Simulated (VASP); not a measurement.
# Ga (Cmce) in VASP: notebook, part 2 of 2

VASP 6.6.1.

**5. Single point, PBE (zz strain of +2 %)**

File INCAR:

```
PREC = Accurate ; ENCUT = 520
EDIFF = 1E-7 ; ISMEAR = -1
SIGMA = 0.05 ; LREAL = F
LASPH = T ; NELM = 60
ALGO = Normal ; ISIF = 2
LWAVE = F ; LCHARG = F
GGA = PE ; NBANDS = 34
```

File KPOINTS:

```
regular mesh
0
Gamma
  9 9 8
```

File POSCAR:

```
Ga
1.0
    2.2553500000     -3.8224000000      0.0000000000
    2.2553500000      3.8224000000      0.0000000000
    0.0000000000      0.0000000000      4.6070340000
Ga
4
Direct
    0.1525000000      0.8475000000      0.0785000000
    0.6525000000      0.3475000000      0.4215000000
    0.8475000000      0.1525000000      0.9215000000
    0.3475000000      0.6525000000      0.5785000000
```

Potentials or basis: VASP PAW PBE potentials, release 64 (Ga_d).

Started as:

```sh
$ cat potpaw_PBE.64/Ga_d/POTCAR > POTCAR
$ mpirun -np 1 vasp_std > vasp.out
```

OUTCAR:

```text
PREC = Accurate
   ENCUT = 520
   EDIFF = 1E-7
   ISMEAR = -1
   LREAL = F
   LASPH = T
   NELM = 60
   ISIF = 2
   GGA = PE

 ion  position               nearest neighbor table
   1  0.153  0.847  0.078-   3 2.44   4 2.74   4 2.74   2 2.75   2 2.75   3 2.80   3 2.80
   2  0.653  0.347  0.422-   4 2.44   3 2.74   3 2.74   1 2.75   1 2.75   4 2.80   4 2.80
   3  0.847  0.153  0.922-   1 2.44   2 2.74   2 2.74   4 2.75   4 2.75   1 2.80   1 2.80
   4  0.347  0.653  0.578-   2 2.44   1 2.74   1 2.74   3 2.75   3 2.75   2 2.80   2 2.80

  LATTYP: Found a base centered orthorhombic cell.
 ALAT       =     4.5107000000
 B/A-ratio  =     1.6948145521
 C/A-ratio  =     1.0213567739

  Lattice vectors:

 A1 = (   2.2553500000,  -3.8224000000,   0.0000000000)
 A2 = (   2.2553500000,   3.8224000000,   0.0000000000)
 A3 = (   0.0000000000,   0.0000000000,   4.6070340000)

Analysis of symmetry for initial positions (statically):
=====================================================================
 Subroutine PRICEL returns:
 Original cell was already a primitive cell.

 Routine SETGRP: Setting up the symmetry group for a
 base centered orthorhombic supercell.

 Subroutine GETGRP returns: Found  8 space group operations
 (whereof  4 operations were pure point group operations)
 out of a pool of  8 trial point group operations.

The static configuration has the point symmetry C_2h.
 The point group associated with its full space group is D_2h.

Analysis of symmetry for dynamics (positions and initial velocities):
=====================================================================
 Subroutine PRICEL returns:
 Original cell was already a primitive cell.

 Routine SETGRP: Setting up the symmetry group for a
 base centered orthorhombic supercell.

 Subroutine GETGRP returns: Found  8 space group operations
 (whereof  4 operations were pure point group operations)
 out of a pool of  8 trial point group operations.

The dynamic configuration has the point symmetry C_2h.
 The point group associated with its full space group is D_2h.

 Subroutine INISYM returns: Found  8 space group operations
 (whereof  4 operations are pure point group operations),
 and found     1 'primitive' translations

----------------------------------------------------------------------------------------

                                     Primitive cell

  volume of cell :      79.4331

  direct lattice vectors                    reciprocal lattice vectors
     2.255350000 -3.822400000  0.000000000     0.221695081 -0.130807869  0.000000000
     2.255350000  3.822400000  0.000000000     0.221695081  0.130807869  0.000000000
     0.000000000  0.000000000  4.607034000     0.000000000  0.000000000  0.217059392

  length of vectors
     4.438169148  4.438169148  4.607034000     0.257409028  0.257409028  0.217059392

  position of ions in fractional coordinates (direct lattice)
     0.152500000  0.847500000  0.078500000
     0.652500000  0.347500000  0.421500000
     0.847500000  0.152500000  0.921500000
     0.347500000  0.652500000  0.578500000

  ion indices of the primitive-cell ions
   primitive index   ion index
                 1           1
                 2           2
                 3           3
                 4           4

[... 23 lines left out ...]

 Found    125 irreducible k-points:

 Following reciprocal coordinates:
            Coordinates               Weight
  0.000000  0.000000  0.000000      1.000000
  0.111111 -0.000000  0.000000      4.000000
  0.222222 -0.000000  0.000000      4.000000
  0.333333  0.000000  0.000000      4.000000
  0.444444 -0.000000  0.000000      4.000000
  0.111111  0.111111  0.000000      2.000000
[... 16 lines left out ...]
 -0.333333  0.333333  0.000000      2.000000
  0.444444  0.444444  0.000000      2.000000
 [... further k-points ...]
   k-points           NKPTS =    125   k-points in BZ     NKDIM =    125   number of bands    NBANDS=     34
   number of dos      NEDOS =    301   number of ions     NIONS =      4
   total plane-waves  NPLWV =  46656
   dimension x,y,z NGX =    36 NGY =   36 NGZ =   36
   dimension x,y,z NGXF=    72 NGYF=   72 NGZF=   72
   ions per type =               4
   NGX,Y,Z   is equivalent  to a cutoff of  13.48, 13.48, 12.99 a.u.
   NGXF,Y,Z  is equivalent  to a cutoff of  26.97, 26.97, 25.98 a.u.
 SYSTEM =  unknown system
   PREC   = accura    normal or accurate (medium, high low for compatibility)
   ISTART =      0    job   : 0-new  1-cont  2-samecut
   ICHARG =      2    charge: 1-file 2-atom 10-const
   ISPIN  =      1    spin polarized calculation?
   LNONCOLLINEAR =      F non collinear calculations
   LSORBIT =      F    spin-orbit coupling
   LASPH  =      T    aspherical Exc in radial PAW
   ENCUT  =  520.0 eV  38.22 Ry    6.18 a.u.   8.25  8.25  8.57*2*pi/ulx,y,z
   NELM   =     60;   NELMIN=  2; NELMDL= -5     # of ELM steps
   EDIFF  = 0.1E-06   stopping-criterion for ELM
   LREAL  =      F    real-space projection
   EDIFFG = 0.1E-05   stopping-criterion for IOM
   NSW    =      0    number of steps for IOM
   IBRION =     -1    ionic relax: 0-MD 1-quasi-New 2-CG
   NFREE  =      0    steps in history (QN), initial steepest desc. (CG)
   ISIF   =      2    stress and relaxation
   ISYM   =      2    0-nonsym 1-usesym 2-fastsym
   POTIM  = 0.5000    time-step for ionic-motion
   TEBEG  =    0.0;   TEEND  =   0.0 temperature during run
   PSTRESS=    0.0 pullay stress
   NELECT =      52.0000    total number of electrons
   NUPDOWN=      -1.0000    fix difference up-down
   EMIN   =  10.00;   EMAX   =-10.00  energy-range for DOS
   EFERMI =   0.00;   METHOD = LEGACY
   ISMEAR =    -1;   SIGMA  =   0.05  broadening in eV -4-tet -1-fermi 0-gaus
   EFERMI_NEDOS =   21; number of points for ismear=-14 and -15
   IALGO  =     38    algorithm
   IMIX   =      4    mixing-type and parameters
     AMIX     =   0.40;   BMIX     =  1.00
     AMIX_MAG =   1.60;   BMIX_MAG =  1.00
  volume/ion in A,a.u.               =      19.86       134.01
  Fermi-wavevector in a.u.,A,eV,Ry     =   1.421484  2.686216 27.492178  2.020618
  Thomas-Fermi vector in A             =   2.542289
   LORBIT       =      0    0 simple, 1 ext, 2 COOP (PROOUT), +10 PAW based schemes
   GGA     = PE    functional components
   LHFCALC =     F    Hartree Fock is set to
   AEXX    =    0.0000 exact exchange contribution
   IVDW    =     0    specifies the selected vdW correction
   LEPSILON=     F    determine dielectric tensor
   LRPA    =     F    only Hartree local field effects (RPA)
 non-spin polarized calculation
  energy-cutoff  :      520.00
  volume of cell :       79.43
 maximum number of plane-waves:      2160
 NGX is ok and might be reduce to    36
   NGX = 17   NGY = 17   NGZ = 17

 number of electron      52.0000007 magnetization

 Free energy of the ion-electron system (eV)
  ---------------------------------------------------
  ext. energy  EPLUGINS =         0.00000000
  ---------------------------------------------------
  free energy    TOTEN  =       -11.58073881 eV

  energy without entropy =      -11.57258462  energy(sigma->0) =      -11.57666171

 E-fermi :   4.9486     XC(G=0): -10.5852

 val. band max:        4.9362016193   @ k =   0.1111  -0.0000   0.1250
 cond. band min:       4.9555167012   @ k =   0.4444   0.4444   0.3750
 fundamental gap:      0.0193150818
 Fermi energy:         4.9486335149

 k-point     1 :       0.0000    0.0000    0.0000
  band No.  band energies     occupation
      1     -10.2140      2.00000
      2     -10.2127      2.00000
      3     -10.2114      2.00000
      4     -10.1937      2.00000
      5     -10.1405      2.00000
      6     -10.1040      2.00000
[... 877 lines left out ...]
     33      11.7910      0.00000
     34      12.8372      0.00000

 [... further k-points ...]

------------------------ aborting loop because EDIFF is reached ----------------------------------------

  FORCE on cell =-STRESS in cart. coord.  units (eV):
  Direction    XX          YY          ZZ          XY          YZ          ZX
  --------------------------------------------------------------------------------------
  -------------------------------------------------------------------------------------
  Total        0.2118848      1.8412450     -0.0549119      0.0000000     -0.0000000      0.0000000
  in kB        4.2737483     37.1381854     -1.1075810      0.0000000     -0.0000000      0.0000000
  external PRESSURE =      13.4347842 kB  Pullay stress =       0.0000000 kB

 VOLUME and BASIS-vectors are now :
 -----------------------------------------------------------------------------
  energy-cutoff  :      520.00
  volume of cell :       79.43
      direct lattice vectors                 reciprocal lattice vectors
     2.255350000 -3.822400000  0.000000000     0.221695081 -0.130807869  0.000000000
     2.255350000  3.822400000  0.000000000     0.221695081  0.130807869  0.000000000
     0.000000000  0.000000000  4.607034000     0.000000000  0.000000000  0.217059392

 POSITION                                       TOTAL-FORCE (eV/Angst)
 -----------------------------------------------------------------------------------
      2.25535      2.65657      0.36165         0.000000     -0.471198      0.130044
      2.25535     -1.16583      1.94186         0.000000     -0.471198     -0.130044
      2.25535     -2.65657      4.24538         0.000000      0.471198     -0.130044
      2.25535      1.16583      2.66517         0.000000      0.471198      0.130044
 -----------------------------------------------------------------------------------
    total drift:                                0.000000      0.000000     -0.000000

  FREE ENERGIE OF THE ION-ELECTRON SYSTEM (eV)
  ---------------------------------------------------
  free  energy   TOTEN  =       -11.5807388058 eV

  energy  without entropy=      -11.5725846217  energy(sigma->0) =      -11.57666171
```

stdout:

```text
POSCAR found type information on POSCAR Ga
 POSCAR found :  1 types and       4 ions
 scaLAPACK will be used
 LDA part: xc-table for (Slater+PW92), standard interpolation
 POSCAR, INCAR and KPOINTS ok, starting setup
 FFT: planning ... GRIDC
 FFT: planning ... GRID_SOFT
 FFT: planning ... GRID
 WAVECAR not read
 entering main loop
```

It took 2 min on 1 thread of Intel Xeon 6975P-C (Granite Rapids), shared host; peak memory 0.36 GiB.

Results:

- Free energy: -11.5807 eV
- Pressure: 1.3 GPa
- Largest force: 0.489 eV/Å
- Band gap on the k mesh: zero (bands 26 and 27 overlap by 1.22 eV)

Forces on the atoms (eV/Å):
```
Ga   0.000 -0.471  0.130
Ga   0.000 -0.471 -0.130
Ga   0.000  0.471 -0.130
Ga   0.000  0.471  0.130
```

Levels at points of the mesh, in eV from the Fermi level:
```tsv
k point	band 22	band 23	band 24	band 25	band 26	band 27	band 28	band 29	band 30	band 31
(0.00, 0.00, 0.00)	-4.52	-3.78	-1.56	-1.46	-0.80	0.93	1.03	1.03	5.00	5.25
(0.00, 0.00, 0.50)	-9.17	-0.18	-0.18	0.03	0.03	0.16	0.16	2.13	2.13	3.75
```

Caveat: the cell differs from its parent crystal (zz strain of +2 %).

**6. Summary**

| cell | gap on the mesh (eV) | pressure (GPa) | largest force (eV/Å) |
| --- | --- | --- | --- |
| a = 4.305, b = 4.305, c = 4.517 Å, angles 90.0, 90.0, 118.9°, 4 atoms | none | 7.0 | 0.62 |
| a = 4.438, b = 4.438, c = 4.381 Å, angles 90.0, 90.0, 118.9°, 4 atoms | none | 4.4 | 0.34 |
| a = 4.438, b = 4.438, c = 4.472 Å, angles 90.0, 90.0, 118.9°, 4 atoms | none | 3.0 | 0.41 |
| a = 4.438, b = 4.438, c = 4.607 Å, angles 90.0, 90.0, 118.9°, 4 atoms | none | 1.3 | 0.49 |

Alike in all rows: task single point; level PBE; potentials or basis VASP PAW PBE potentials, release 64 (Ga_d); no spin polarisation; k mesh 9 × 9 × 8; cutoff (eV) 520; smearing fermi-dirac 0.05 eV.

Caveats: the cell stands under pressure (at least some runs).

Total energies depend on the potentials used, so only differences within one code and one set of settings carry meaning.
